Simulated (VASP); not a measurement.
# BN in VASP: settings compared

The runs below take BN through single point, with PBE, r2SCAN.

All numbers are computed with VASP 6.6.1; they aren't measurements. Logs are shortened: lines on timing, memory, paths and dates and some standing lists are left out, and cuts for length are marked.

## Step 1: The cell of the first run

The structure is tetragonal, space group I-4m2 (No. 119). Conventional cell: a = 2.552 Å, b = 2.552 Å, c = 3.644 Å, α = 90.00°, β = 90.00°, γ = 90.00°. B (site symmetry -4m2) has 4 N at 1.57 Å within 2.1 Å. N (site symmetry -4m2) has 4 B at 1.57 Å within 2.1 Å.

## Step 2: Single point, PBE (uniaxial z strain +1.0%)

Contents of INCAR:

```
SYSTEM = BN
  ALGO = Normal
  EDIFF = 1E-7
  ENCUT = 520
  GGA = PE
  ISIF = 2
  ISMEAR = -1
  LASPH = .TRUE.
  LCHARG = .TRUE.
  LELF = .TRUE.
  LREAL = .FALSE.
  LVHAR = .TRUE.
  LWAVE = .FALSE.
  NBANDS = 11
  NELM = 100
  PREC = Accurate
  SIGMA = 0.02
```

Contents of KPOINTS:

```
k-points
0
G
  12 12 12
  0 0 0
```

Contents of POSCAR:

```
BN
1.0
    0.0000000000      1.8048254535      1.8221517779
    1.8048254535      0.0000000000      1.8221517779
    1.8048254535      1.8048254535      0.0000000000
B N
1 1
Direct
    0.0000000000      0.0000000000      0.0000000000
    0.2500000000      0.2500000000      0.2500000000
```

Potentials or basis: VASP PAW PBE potentials, release 64 (B, N).

Command:

```console
$ cat potpaw_PBE.64/B/POTCAR potpaw_PBE.64/N/POTCAR > POTCAR
$ mpirun -np 1 vasp_std > vasp.out
```

OUTCAR:

```text
SYSTEM = BN
   EDIFF = 1E-7
   ENCUT = 520
   GGA = PE
   ISIF = 2
   ISMEAR = -1
   LASPH = .TRUE.
   LREAL = .FALSE.
   NELM = 100
   PREC = Accurate

 ion  position               nearest neighbor table
   1  0.000  0.000  0.000-   2 1.57   2 1.57   2 1.57   2 1.57
   2  0.250  0.250  0.250-   1 1.57   1 1.57   1 1.57   1 1.57

  LATTYP: Found a body centered tetragonal cell.
 ALAT       =     2.5524086341
 C/A-ratio  =     1.4277900126

  Lattice vectors:

 A1 = (  -1.8048254535,   0.0000000000,   1.8221517779)
 A2 = (   1.8048254535,   0.0000000000,   1.8221517779)
 A3 = (   0.0000000000,   1.8048254535,  -1.8221517779)

Analysis of symmetry for initial positions (statically):
=====================================================================
 Subroutine PRICEL returns:
 Original cell was already a primitive cell.

 Routine SETGRP: Setting up the symmetry group for a
 body centered tetragonal supercell.

 Subroutine GETGRP returns: Found  8 space group operations
 (whereof  8 operations were pure point group operations)
 out of a pool of 16 trial point group operations.

The static configuration has the point symmetry D_2d.

Analysis of symmetry for dynamics (positions and initial velocities):
=====================================================================
 Subroutine PRICEL returns:
 Original cell was already a primitive cell.

 Routine SETGRP: Setting up the symmetry group for a
 body centered tetragonal supercell.

 Subroutine GETGRP returns: Found  8 space group operations
 (whereof  8 operations were pure point group operations)
 out of a pool of 16 trial point group operations.

The dynamic configuration has the point symmetry D_2d.

 Subroutine INISYM returns: Found  8 space group operations
 (whereof  8 operations are pure point group operations),
 and found     1 'primitive' translations

----------------------------------------------------------------------------------------

                                     Primitive cell

  volume of cell :      11.8709

  direct lattice vectors                    reciprocal lattice vectors
     0.000000000  1.804825453  1.822151778    -0.277035100  0.277035100  0.274400852
     1.804825453  0.000000000  1.822151778     0.277035100 -0.277035100  0.274400852
     1.804825453  1.804825453  0.000000000     0.277035100  0.277035100 -0.274400852

  length of vectors
     2.564689459  2.564689459  2.552408634     0.478322821  0.478322821  0.478322821

[... 86 lines left out ...]
   ISIF   =      2    stress and relaxation
   ISYM   =      2    0-nonsym 1-usesym 2-fastsym
   POTIM  = 0.5000    time-step for ionic-motion
   TEBEG  =    0.0;   TEEND  =   0.0 temperature during run
   PSTRESS=    0.0 pullay stress
   NELECT =       8.0000    total number of electrons
   NUPDOWN=      -1.0000    fix difference up-down
   EMIN   =  10.00;   EMAX   =-10.00  energy-range for DOS
   EFERMI =   0.00;   METHOD = LEGACY
   ISMEAR =    -1;   SIGMA  =   0.02  broadening in eV -4-tet -1-fermi 0-gaus
   EFERMI_NEDOS =   21; number of points for ismear=-14 and -15
   IALGO  =     38    algorithm
   IMIX   =      4    mixing-type and parameters
     AMIX     =   0.40;   BMIX     =  1.00
     AMIX_MAG =   1.60;   BMIX_MAG =  1.00
  volume/ion in A,a.u.               =       5.94        40.05
  Fermi-wavevector in a.u.,A,eV,Ry     =   1.435302  2.712327 28.029236  2.060091
  Thomas-Fermi vector in A             =   2.554615
   LORBIT       =      0    0 simple, 1 ext, 2 COOP (PROOUT), +10 PAW based schemes
   GGA     = PE    functional components
   LHFCALC =     F    Hartree Fock is set to
   AEXX    =    0.0000 exact exchange contribution
   IVDW    =     0    specifies the selected vdW correction
   LEPSILON=     F    determine dielectric tensor
   LRPA    =     F    only Hartree local field effects (RPA)
 non-spin polarized calculation
  energy-cutoff  :      520.00
  volume of cell :       11.87
 maximum number of plane-waves:       332
   NGX =  9   NGY =  9   NGZ =  9

 number of electron       7.9999999 magnetization

 Free energy of the ion-electron system (eV)
  ---------------------------------------------------
  ext. energy  EPLUGINS =         0.00000000
  ---------------------------------------------------
  free energy    TOTEN  =       -17.44937447 eV

  energy without entropy =      -17.44937447  energy(sigma->0) =      -17.44937447

 E-fermi :   7.8574     XC(G=0): -12.7969

 val. band max:        7.3721137781   @ k =   0.0000   0.0000   0.0000
 cond. band min:      11.7400177036   @ k =   0.5000   0.0000   0.5000
 fundamental gap:      4.3679039255
 Fermi energy:         7.8573509928

 k-point     1 :       0.0000    0.0000    0.0000
  band No.  band energies     occupation
      1     -12.8324      2.00000
      2       7.2766      2.00000
      3       7.3721      2.00000
      4       7.3721      2.00000
      5      16.1140      0.00000
      6      16.1140      0.00000
      7      16.1819      0.00000
      8      17.6059      0.00000
      9      31.9972      0.00000
     10      34.7877      0.00000
     11      35.2925      0.00000
[... 309 lines left out ...]
 k-point    24 :      -0.4167    0.1667    0.0000
  band No.  band energies     occupation
      1      -8.2762      2.00000
      2      -2.6247      2.00000
      3       3.1524      2.00000
      4       4.8672      2.00000
      5      16.7392      0.00000
      6      19.4052      0.00000
      7      19.5729      0.00000
      8      22.9527      0.00000
      9      28.4074      0.00000
     10      32.6434      0.00000
     11      33.9026      0.00000

 [... further k-points ...]

------------------------ aborting loop because EDIFF is reached ----------------------------------------

  FORCE on cell =-STRESS in cart. coord.  units (eV):
  Direction    XX          YY          ZZ          XY          YZ          ZX
  --------------------------------------------------------------------------------------
  -------------------------------------------------------------------------------------
  Total        0.2453927      0.2453927     -0.1939199      0.0000000     -0.0000000      0.0000000
  in kB       33.1197716     33.1197716    -26.1726696      0.0000000     -0.0000000      0.0000000
  external PRESSURE =      13.3556245 kB  Pullay stress =       0.0000000 kB

 VOLUME and BASIS-vectors are now :
 -----------------------------------------------------------------------------
  energy-cutoff  :      520.00
  volume of cell :       11.87
      direct lattice vectors                 reciprocal lattice vectors
     0.000000000  1.804825453  1.822151778    -0.277035100  0.277035100  0.274400852
     1.804825453  0.000000000  1.822151778     0.277035100 -0.277035100  0.274400852
     1.804825453  1.804825453  0.000000000     0.277035100  0.277035100 -0.274400852

 POSITION                                       TOTAL-FORCE (eV/Angst)
 -----------------------------------------------------------------------------------
      0.00000      0.00000      0.00000        -0.000000     -0.000000     -0.000000
      0.90241      0.90241      0.91108         0.000000      0.000000      0.000000
 -----------------------------------------------------------------------------------
    total drift:                               -0.000000     -0.000000      0.000001

  FREE ENERGIE OF THE ION-ELECTRON SYSTEM (eV)
  ---------------------------------------------------
  free  energy   TOTEN  =       -17.4493744750 eV

  energy  without entropy=      -17.4493744750  energy(sigma->0) =      -17.44937447
```

stdout:

```text
POSCAR found type information on POSCAR B N
 POSCAR found :  2 types and       2 ions
 scaLAPACK will be used
 LDA part: xc-table for (Slater+PW92), standard interpolation
 POSCAR, INCAR and KPOINTS ok, starting setup
 FFT: planning ... GRIDC
 FFT: planning ... GRID_SOFT
 FFT: planning ... GRID
 WAVECAR not read
 entering main loop
```

Wall time 31 s (1 thread of Intel Xeon 6975P-C, shared host); peak memory 0.13 GiB.

Results:

* Free energy: -17.4494 eV
* Pressure: 1.3 GPa
* Band gap on the k mesh: 4.37 eV, indirect (least direct gap 8.74 eV)

Levels at points of the mesh, in eV from the valence-band top:
```
           k point  band 1  band 2  band 3  band 4  band 5  band 6  band 7  band 8  band 9
(0.00, 0.00, 0.00)  -20.20   -0.10    0.00    0.00    8.74    8.74    8.81   10.23   24.63
(0.50, 0.00, 0.00)  -16.01  -10.67   -2.04   -1.89   10.00   10.64   10.70   15.17   23.35
(0.50, 0.50, 0.00)  -14.72   -9.01   -4.82   -4.82    4.53    9.32   17.79   17.79   20.53
(0.50, 0.00, 0.50)  -14.62   -8.87   -4.95   -4.95    4.37    9.10   17.74   17.89   20.73
```

Caveat: the cell differs from its parent crystal (uniaxial z strain +1.0%).

## Step 3: Single point, PBE (strain along [111] -1.4%)

Contents of INCAR:

```
PREC = Accurate
ENCUT = 520
EDIFF = 1E-7
ISMEAR = -1
SIGMA = 0.02
LREAL = F
LASPH = T
NELM = 100
ALGO = Normal
ISIF = 2
LWAVE = F
LCHARG = F
GGA = PE
NBANDS = 11
```

Contents of KPOINTS:

```
regular mesh
0
Gamma
  12 12 12
```

Contents of POSCAR:

```
BN
1.0
   -0.0162434291      1.7885820244      1.7885820244
    1.7885820244     -0.0162434291      1.7885820244
    1.7885820244      1.7885820244     -0.0162434291
B N
1 1
Direct
   -0.0000993362     -0.0000993362     -0.0000993362
    0.2500993362      0.2500993362      0.2500993362
```

Potentials or basis: VASP PAW PBE potentials, release 64 (B, N).

Command:

```console
$ cat potpaw_PBE.64/B/POTCAR potpaw_PBE.64/N/POTCAR > POTCAR
$ mpirun -np 1 vasp_std > vasp.out
```

Run time: 42 s. Hardware: 1 thread of Intel Xeon 6975P-C, shared host; peak memory 0.13 GiB.

The run converged. Its results:

- Free energy: -17.4362 eV
- Pressure: 10.6 GPa
- Largest force: 0.021 eV/Å
- Band gap on the k mesh: 4.43 eV, indirect (least direct gap 8.74 eV)

Forces on the atoms (eV/Å):
```
B   -0.012 -0.012 -0.012
N    0.012  0.012  0.012
```

Stress tensor (GPa, compression positive):
```
10.56  4.32  4.32
 4.32 10.56  4.32
 4.32  4.32 10.56
```

Levels at points of the mesh, in eV from the valence-band top:
```tsv
k point	band 1	band 2	band 3	band 4	band 5	band 6	band 7	band 8
(0.00, 0.00, 0.00)	-20.48	-0.07	-0.07	0.00	8.74	8.74	9.03	10.67
(0.50, 0.00, 0.00)	-16.22	-10.92	-1.99	-1.98	10.37	10.68	10.96	15.39
(0.50, 0.50, 0.00)	-14.79	-9.08	-5.13	-4.95	4.43	9.30	18.14	18.14
(0.50, 0.50, 0.50)	-16.06	-10.86	-2.13	-2.13	10.09	10.65	10.65	15.42
```

Caveat: the cell differs from its parent crystal (strain along [111] -1.4%). A k mesh can miss the band edges.

## Step 4: Single point, r2SCAN (uniaxial z strain +1.0%)

Contents of POSCAR:

```
BN
1.0
    0.0000000000      1.8048254535      1.8221517779
    1.8048254535      0.0000000000      1.8221517779
    1.8048254535      1.8048254535      0.0000000000
B N
1 1
Direct
    0.0000000000      0.0000000000      0.0000000000
    0.2500000000      0.2500000000      0.2500000000
```

Contents of INCAR.step1:

```
SYSTEM = BN
ALGO     = Normal         ! electronic algorithm
EDIFF    = 1E-4           ! SCF threshold, eV
ENCUT    = 520            ! plane-wave cutoff, eV
GGA      = PE             ! functional
ISMEAR   = 0              ! smearing method
LASPH    = .TRUE.         ! aspherical terms in the spheres
LCHARG   = .FALSE.        ! write CHGCAR
LREAL    = .FALSE.        ! projectors in reciprocal space
LWAVE    = .TRUE.         ! write WAVECAR
NBANDS   = 11             ! bands
NELM     = 60             ! most SCF steps
PREC     = Accurate       ! precision mode
SIGMA    = 0.01           ! smearing width, eV
```

Contents of INCAR.step2:

```
SYSTEM = BN
ALGO     = Normal         ! electronic algorithm
EDIFF    = 1E-6           ! SCF threshold, eV
ENCUT    = 520            ! plane-wave cutoff, eV
ISIF     = 2              ! what is computed and relaxed
ISMEAR   = 0              ! smearing method
ISTART   = 1            
LASPH    = .TRUE.         ! aspherical terms in the spheres
LCHARG   = .TRUE.         ! write CHGCAR
LELF     = .TRUE.         ! ELF
LMIXTAU  = .TRUE.       
LREAL    = .FALSE.        ! projectors in reciprocal space
LVHAR    = .TRUE.       
LWAVE    = .FALSE.        ! write WAVECAR
METAGGA  = R2SCAN         ! meta-GGA
NBANDS   = 11             ! bands
NELM     = 60             ! most SCF steps
PREC     = Accurate       ! precision mode
SIGMA    = 0.01           ! smearing width, eV
```

Contents of KPOINTS:

```
k-points
0
G
  12 12 12
  0 0 0
```

Command:

```console
$ cat potpaw_PBE.64/B/POTCAR potpaw_PBE.64/N/POTCAR > POTCAR
$ cp INCAR.step1 INCAR
$ mpirun -np 1 vasp_std > vasp.out
$ cp INCAR.step2 INCAR
$ mpirun -np 1 vasp_std > vasp.out
```

Wall time 2.4 min (1 thread of Intel Xeon 6975P-C, shared host); peak memory 0.14 GiB.

Results (log left out):

```
Free energy            : -19.1699 eV
Pressure               : -2.6 GPa
Band gap on the k mesh : 4.88 eV, indirect (least direct gap 9.45 eV)
```

Stress tensor (GPa, compression positive):
```
-0.51  0.00  0.00
 0.00 -0.51  0.00
 0.00  0.00 -6.71
```

Levels at points of the mesh, in eV from the valence-band top:
| k point | band 2 | band 3 | band 4 | band 5 | band 6 | band 7 |
| --- | --- | --- | --- | --- | --- | --- |
| (0.00, 0.00, 0.00) | -0.10 | 0.00 | 0.00 | 9.45 | 9.45 | 9.52 |
| (0.50, 0.00, 0.00) | -11.07 | -2.11 | -1.96 | 10.64 | 11.39 | 11.46 |
| (0.50, 0.50, 0.00) | -9.41 | -5.01 | -5.01 | 5.05 | 9.91 | 19.13 |
| (0.50, 0.00, 0.50) | -9.27 | -5.15 | -5.15 | 4.88 | 9.68 | 19.07 |

Caveat: the cell differs from its parent crystal (uniaxial z strain +1.0%); the PAW data sets were made with another functional, which shifts forces and pressure a little. A k mesh can miss the band edges.

## Step 5: Overview

| level | cell | smearing | gap on the mesh (eV) | pressure (GPa) |
| --- | --- | --- | --- | --- |
| PBE | a = 2.565, b = 2.565, c = 2.552 Å, angles 60.2, 60.2, 59.7°, 2 atoms | fermi-dirac 0.02 eV | 4.37 | 1.3 |
| PBE | a = 2.529 Å, angles 60.6°, 2 atoms | fermi-dirac 0.02 eV | 4.43 | 10.6 |
| r2SCAN | a = 2.565, b = 2.565, c = 2.552 Å, angles 60.2, 60.2, 59.7°, 2 atoms | gaussian 0.01 eV | 4.88 | -2.6 |

Alike in all rows: task single point; potentials or basis VASP PAW PBE potentials, release 64 (B, N); no spin polarisation; k mesh 12 × 12 × 12; cutoff (eV) 520.

Caveats: the PAW data sets were made with another functional, which shifts forces and pressure a little (some runs).

Total energies depend on the potentials used, so only differences within one code and one set of settings carry meaning.
